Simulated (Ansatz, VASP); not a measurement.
## One calculation of CuO, two programs

```xyz
4
Lattice="2.8795 0.0000 0.0000 0.0391 2.8793 0.0000 0.0175 0.0172 5.1763" Properties=species:S:1:pos:R:3 pbc="T T T"
Cu    1.4485    0.0086    2.5882
Cu    0.0195    1.4396    0.0000
O     0.0479    2.8788    1.2947
O     2.8881    0.0177    3.8817
```

Alike in both runs: task single point; functional PBEsol; k mesh 7 × 7 × 4; occupations gaussian, width 0.01 eV; no spin polarisation.

|  | VASP | Ansatz |
| --- | --- | --- |
| version | VASP 6.6.1 | Ansatz 0.2.0 |
| potentials or method | VASP PAW PBE potentials, release 64 (Cu, O), cutoff 520 eV | scalar-relativistic, plane waves, PAW |
| valence electrons in the cell | 34 | 50 |

Ansatz gave:

* gap on the k mesh at the Fermi level (eV): none
* pressure (GPa): -2.0
* traceless stress, the component that is largest in VASP (GPa): -2.57
* rms of the force components (eV/Å): 0.006

Problem. Estimate VASP's values.

Solution. gap on the k mesh at the Fermi level (eV): none; pressure (GPa): -1.3; traceless stress, the component that is largest in VASP (GPa): -2.26; rms of the force components (eV/Å): 0.006.

VASP's potentials were made for PBE, not for PBEsol. Atom by atom the forces differ by 0.000 eV/Å (rms over components). A gap of «none» marks a metal or a gap that the smearing closes. The functional is the same, so the differences come from potentials, cutoffs and numerics. VASP's potentials hold 34 valence electrons a cell and Ansatz's 50, so a difference there can come from the potentials and not from the codes.
